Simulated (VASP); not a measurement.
# Bi2Se3 (R-3m) in VASP: single point with PBE+D3(BJ)

Aim: the single point of Bi2Se3 with PBE+D3(BJ).

Everything below comes from runs of VASP 6.6.1. Logs are shortened: lines on timing, memory, paths and dates and some standing lists are left out, and cuts for length are marked.

## Step 1: The cell of the first run

The structure is trigonal, space group R-3m (No. 166). The conventional cell has a = 4.150 Å, b = 4.150 Å, c = 28.270 Å, α = 90.00°, β = 90.00°, γ = 120.00°. Bi (site symmetry 3m) has 6 Se at 2.87 to 3.07 Å within 3.8 Å. Within 4.3 Å of Se (site symmetry -3m) lie 6 Bi at 3.07 Å and 12 Se at 4.15 to 4.23 Å. Within 3.8 Å of Se (site symmetry 3m) lie 3 Bi at 2.87 Å and 3 Se at 3.42 Å.

## Step 2: Single point, PBE+D3(BJ)

INCAR

```
ALGO = Normal ; EDIFF = 1E-6
ENCUT = 500 ; GGA = PE
GGA_COMPAT = F ; ISIF = 2
ISMEAR = 0 ; IVDW = 12
LASPH = T ; LCHARG = T
LELF = T ; LREAL = F
LVHAR = T ; LWAVE = F
NBANDS = 32 ; NELM = 120
PREC = Accurate ; SIGMA = 0.1
```

KPOINTS

```
k-points
0
Gamma
  6 6 6
```

POSCAR

```
Bi2Se3
1.0
    2.0750243401      1.1980158614      9.4233160393
   -2.0750243401      1.1980158614      9.4233160393
    0.0000000000     -2.3960317227      9.4233160393
Bi Se
2 3
Direct
    0.4011588695      0.4011588695      0.4011588695
    0.5988411305      0.5988411305      0.5988411305
    0.0000000000      0.0000000000      0.0000000000
    0.2099420228      0.2099420228      0.2099420228
    0.7900579772      0.7900579772      0.7900579772
```

Potentials or basis: VASP PAW PBE potentials, release 64 (Bi_d, Se).

Started as:

```console
cat potpaw_PBE.64/Bi_d/POTCAR potpaw_PBE.64/Se/POTCAR > POTCAR
mpirun -np 1 vasp_std > vasp.out
```

OUTCAR:

```text
EDIFF = 1E-6
   ENCUT = 500
   GGA = PE
   ISIF = 2
   ISMEAR = 0
   IVDW = 12
   LASPH = T
   LREAL = F
   NELM = 120
   PREC = Accurate
 IVDW          = 12

 ion  position               nearest neighbor table
   1  0.401  0.401  0.401-   5 2.87   5 2.87   5 2.87   3 3.07   3 3.07   3 3.07
   2  0.599  0.599  0.599-   4 2.87   4 2.87   4 2.87   3 3.07   3 3.07   3 3.07
   3  0.000  0.000  0.000-   2 3.07   2 3.07   1 3.07   1 3.07   2 3.07   1 3.07
   4  0.210  0.210  0.210-   2 2.87   2 2.87   2 2.87
   5  0.790  0.790  0.790-   1 2.87   1 2.87   1 2.87

  LATTYP: Found a trigonal (rhomboedric) cell.
 ALAT       =     9.7231606586
 COS(alpha) =     0.9089119378

  Lattice vectors:

 A1 = (   2.0750243401,   1.1980158614,   9.4233160393)
 A2 = (  -2.0750243401,   1.1980158614,   9.4233160393)
 A3 = (   0.0000000000,  -2.3960317227,   9.4233160393)

Analysis of symmetry for initial positions (statically):
=====================================================================
 Subroutine PRICEL returns:
 Original cell was already a primitive cell.

 Routine SETGRP: Setting up the symmetry group for a
 trigonal (rhombohedral) supercell.

 Subroutine GETGRP returns: Found 12 space group operations
 (whereof 12 operations were pure point group operations)
 out of a pool of 12 trial point group operations.

The static configuration has the point symmetry D_3d.

Analysis of symmetry for dynamics (positions and initial velocities):
=====================================================================
 Subroutine PRICEL returns:
 Original cell was already a primitive cell.

 Routine SETGRP: Setting up the symmetry group for a
 trigonal (rhombohedral) supercell.

 Subroutine GETGRP returns: Found 12 space group operations
 (whereof 12 operations were pure point group operations)
 out of a pool of 12 trial point group operations.

The dynamic configuration has the point symmetry D_3d.

 Subroutine INISYM returns: Found 12 space group operations
 (whereof 12 operations are pure point group operations),
 and found     1 'primitive' translations

----------------------------------------------------------------------------------------

                                     Primitive cell

  volume of cell :     140.5532

  direct lattice vectors                    reciprocal lattice vectors
     2.075024340  1.198015861  9.423316039     0.240961029  0.139118915  0.035373252
    -2.075024340  1.198015861  9.423316039    -0.240961029  0.139118915  0.035373252
     0.000000000 -2.396031723  9.423316039     0.000000000 -0.278237830  0.035373252

  length of vectors
     9.723160659  9.723160659  9.723160659     0.280477373  0.280477373  0.280477373

  position of ions in fractional coordinates (direct lattice)
     0.401158870  0.401158870  0.401158870
     0.598841130  0.598841130  0.598841130
     0.000000000  0.000000000  0.000000000
     0.209942023  0.209942023  0.209942023
     0.790057977  0.790057977  0.790057977

  ion indices of the primitive-cell ions
   primitive index   ion index
                 1           1
                 2           2
                 3           3
                 4           4
                 5           5

----------------------------------------------------------------------------------------

 KPOINTS: k-points

Automatic generation of k-mesh.
 Grid dimensions read from file:
 generate k-points for:    6    6    6

 Generating k-lattice:

  Cartesian coordinates                     Fractional coordinates (reciprocal lattice)
     0.040160171  0.023186486  0.005895542     0.166666667  0.000000000  0.000000000
    -0.040160171  0.023186486  0.005895542     0.000000000  0.166666667  0.000000000
     0.000000000 -0.046372972  0.005895542    -0.000000000 -0.000000000  0.166666667

  Length of vectors
     0.046746229  0.046746229  0.046746229

  Shift w.r.t. Gamma in fractional coordinates (k-lattice)
     0.000000000  0.000000000  0.000000000

 Subroutine IBZKPT returns following result:
 ===========================================

 Found     32 irreducible k-points:

 Following reciprocal coordinates:
            Coordinates               Weight
  0.000000  0.000000  0.000000      1.000000
  0.166667  0.000000  0.000000      6.000000
  0.333333  0.000000  0.000000      6.000000
  0.500000  0.000000  0.000000      3.000000
  0.166667  0.166667  0.000000      6.000000
  0.333333  0.166667  0.000000     12.000000
[... 16 lines left out ...]
  0.500000  0.500000  0.166667      6.000000
 -0.333333  0.500000  0.166667     12.000000
 [... further k-points ...]
   k-points           NKPTS =     32   k-points in BZ     NKDIM =     32   number of bands    NBANDS=     32
   number of dos      NEDOS =    301   number of ions     NIONS =      5
   total plane-waves  NPLWV = 373248
   dimension x,y,z NGX =    72 NGY =   72 NGZ =   72
   dimension x,y,z NGXF=   144 NGYF=  144 NGZF=  144
   ions per type =               2   3
   NGX,Y,Z   is equivalent  to a cutoff of  12.31, 12.31, 12.31 a.u.
   NGXF,Y,Z  is equivalent  to a cutoff of  24.62, 24.62, 24.62 a.u.
 SYSTEM =  unknown system
   PREC   = accura    normal or accurate (medium, high low for compatibility)
   ISTART =      0    job   : 0-new  1-cont  2-samecut
   ICHARG =      2    charge: 1-file 2-atom 10-const
   ISPIN  =      1    spin polarized calculation?
   LNONCOLLINEAR =      F non collinear calculations
   LSORBIT =      F    spin-orbit coupling
   LASPH  =      T    aspherical Exc in radial PAW
   ENCUT  =  500.0 eV  36.75 Ry    6.06 a.u.  17.73 17.73 17.73*2*pi/ulx,y,z
   NELM   =    120;   NELMIN=  2; NELMDL= -5     # of ELM steps
   EDIFF  = 0.1E-05   stopping-criterion for ELM
   LREAL  =      F    real-space projection
   EDIFFG = 0.1E-04   stopping-criterion for IOM
   NSW    =      0    number of steps for IOM
   IBRION =     -1    ionic relax: 0-MD 1-quasi-New 2-CG
   NFREE  =      0    steps in history (QN), initial steepest desc. (CG)
   ISIF   =      2    stress and relaxation
   ISYM   =      2    0-nonsym 1-usesym 2-fastsym
   POTIM  = 0.5000    time-step for ionic-motion
   TEBEG  =    0.0;   TEEND  =   0.0 temperature during run
   PSTRESS=    0.0 pullay stress
   NELECT =      48.0000    total number of electrons
   NUPDOWN=      -1.0000    fix difference up-down
   EMIN   =  10.00;   EMAX   =-10.00  energy-range for DOS
   EFERMI =   0.00;   METHOD = LEGACY
   ISMEAR =     0;   SIGMA  =   0.10  broadening in eV -4-tet -1-fermi 0-gaus
   EFERMI_NEDOS =   21; number of points for ismear=-14 and -15
   IALGO  =     38    algorithm
   IMIX   =      4    mixing-type and parameters
     AMIX     =   0.40;   BMIX     =  1.00
     AMIX_MAG =   1.60;   BMIX_MAG =  1.00
  volume/ion in A,a.u.               =      28.11       189.70
  Fermi-wavevector in a.u.,A,eV,Ry     =   1.144305  2.162422 17.815919  1.309433
  Thomas-Fermi vector in A             =   2.280997
   LORBIT       =      0    0 simple, 1 ext, 2 COOP (PROOUT), +10 PAW based schemes
   GGA     = PE    functional components
   LHFCALC =     F    Hartree Fock is set to
   AEXX    =    0.0000 exact exchange contribution
   IVDW    =    12    specifies the selected vdW correction
   LEPSILON=     F    determine dielectric tensor
   LRPA    =     F    only Hartree local field effects (RPA)
 non-spin polarized calculation
 Gauss-broadening in eV      SIGMA  =   0.10
  energy-cutoff  :      500.00
  volume of cell :      140.55
 maximum number of plane-waves:      3594
   NGX = 35   NGY = 35   NGZ = 35

 number of electron      48.0000001 magnetization

 Free energy of the ion-electron system (eV)
  ---------------------------------------------------
  ext. energy  EPLUGINS =         0.00000000
  ---------------------------------------------------
  free energy    TOTEN  =       -20.14166392 eV

  energy without entropy =      -20.14133234  energy(sigma->0) =      -20.14149813

 E-fermi :   5.1946     XC(G=0):  -9.5575

 val. band max:        5.1271630195   @ k =   0.0000   0.0000   0.0000
 cond. band min:       5.2621133925   @ k =   0.0000   0.0000   0.0000
 fundamental gap:      0.1349503730
 Fermi energy:         5.1946390421

 k-point     1 :       0.0000    0.0000    0.0000
  band No.  band energies     occupation
      1     -18.0523      2.00000
      2     -18.0523      2.00000
      3     -18.0505      2.00000
      4     -18.0505      2.00000
      5     -18.0440      2.00000
      6     -18.0414      2.00000
[... 24 lines left out ...]
     31      10.9015      0.00000
     32      11.9778      0.00000

 k-point     2 :       0.1667    0.0000    0.0000
  band No.  band energies     occupation
      1     -18.0560      2.00000
      2     -18.0535      2.00000
      3     -18.0462      2.00000
      4     -18.0444      2.00000
      5     -18.0405      2.00000
      6     -18.0380      2.00000
[... 24 lines left out ...]
     31      10.1190      0.00000
     32      11.0508      0.00000

 k-point     3 :       0.3333    0.0000    0.0000
  band No.  band energies     occupation
      1     -18.0656      2.00000
      2     -18.0613      2.00000
      3     -18.0444      2.00000
      4     -18.0395      2.00000
      5     -18.0393      2.00000
      6     -18.0360      2.00000
[... 24 lines left out ...]
     31       9.5539      0.00000
     32      11.4790      0.00000

 k-point     4 :       0.5000    0.0000    0.0000
  band No.  band energies     occupation
      1     -18.0711      2.00000
      2     -18.0657      2.00000
      3     -18.0471      2.00000
      4     -18.0419      2.00000
      5     -18.0397      2.00000
      6     -18.0348      2.00000
[... 654 lines left out ...]
     31       9.6084      0.00000
     32      11.9593      0.00000

 k-point    23 :       0.5000    0.5000    0.1667
  band No.  band energies     occupation
      1     -18.0655      2.00000
      2     -18.0614      2.00000
      3     -18.0444      2.00000
      4     -18.0396      2.00000
      5     -18.0394      2.00000
      6     -18.0359      2.00000
[... 24 lines left out ...]
     31       9.4608      0.00000
     32      11.3060      0.00000

 k-point    24 :      -0.3333    0.5000    0.1667
  band No.  band energies     occupation
      1     -18.0641      2.00000
      2     -18.0601      2.00000
      3     -18.0441      2.00000
      4     -18.0425      2.00000
      5     -18.0392      2.00000
      6     -18.0379      2.00000
[... 24 lines left out ...]
     31      10.0089      0.00000
     32      11.5883      0.00000

 [... further k-points ...]

------------------------ aborting loop because EDIFF is reached ----------------------------------------

 Edisp (eV)   -2.02273

 E8    (eV) :    -0.9154

  FORCE on cell =-STRESS in cart. coord.  units (eV):
  Direction    XX          YY          ZZ          XY          YZ          ZX
  --------------------------------------------------------------------------------------
  -------------------------------------------------------------------------------------
  Total      -0.04994    -0.04994     0.09629     0.00000     0.00000     0.00000
  in kB      -0.56932    -0.56932     1.09756     0.00000     0.00000     0.00000
  external pressure =       -0.01 kB  Pullay stress =        0.00 kB

 VOLUME and BASIS-vectors are now :
 -----------------------------------------------------------------------------
  energy-cutoff  :      500.00
  volume of cell :      140.55
      direct lattice vectors                 reciprocal lattice vectors
     2.075024340  1.198015861  9.423316039     0.240961029  0.139118915  0.035373252
    -2.075024340  1.198015861  9.423316039    -0.240961029  0.139118915  0.035373252
     0.000000000 -2.396031723  9.423316039     0.000000000 -0.278237830  0.035373252

 POSITION                                       TOTAL-FORCE (eV/Angst)
 -----------------------------------------------------------------------------------
      0.00000      0.00000     11.34074        -0.000000     -0.000000     -0.022809
      0.00000      0.00000     16.92921        -0.000000      0.000000      0.022809
      0.00000      0.00000      0.00000         0.000000     -0.000000      0.000000
      0.00000      0.00000      5.93505        -0.000000     -0.000000     -0.003725
      0.00000      0.00000     22.33490        -0.000000      0.000000      0.003725
 -----------------------------------------------------------------------------------
    total drift:                               -0.000000     -0.000000      0.000000

  FREE ENERGIE OF THE ION-ELECTRON SYSTEM (eV)
  ---------------------------------------------------
  free  energy   TOTEN  =       -22.1643941974 eV

  energy  without entropy=      -22.1640626214  energy(sigma->0) =      -22.16422841
```

It took 16 min on 1 thread of Intel Xeon 8259CL, shared host; peak memory 0.76 GiB.

What came out:

```yaml
Free_energy: -22.1644 eV
Pressure: 0.0 GPa
Largest_force: 0.023 eV/Å
Band_gap_on_the_k_mesh: 0.13 eV
Dispersion_energy_per_atom: -0.405 eV
```

Forces on the atoms (eV/Å):
```
Bi   0.000  0.000 -0.023
Bi   0.000  0.000  0.023
Se   0.000  0.000  0.000
Se   0.000  0.000 -0.004
Se   0.000  0.000  0.004
```

Levels at points of the mesh, in eV from the valence-band top:
| k point | band 22 | band 23 | band 24 | band 25 | band 26 | band 27 |
| --- | --- | --- | --- | --- | --- | --- |
| (0.00, 0.00, 0.00) | -1.26 | -1.26 | 0.00 | 0.13 | 1.27 | 1.27 |
| (0.50, 0.00, 0.00) | -2.30 | -1.26 | -0.54 | 0.76 | 1.76 | 2.95 |
| (0.50, 0.50, 0.00) | -1.91 | -1.78 | -0.98 | 1.29 | 1.91 | 2.53 |
| (0.50, 0.50, 0.50) | -1.50 | -1.50 | -0.54 | 0.68 | 1.64 | 1.64 |

Caveat: spin-orbit coupling is left out, which moves the levels of the heavy elements.
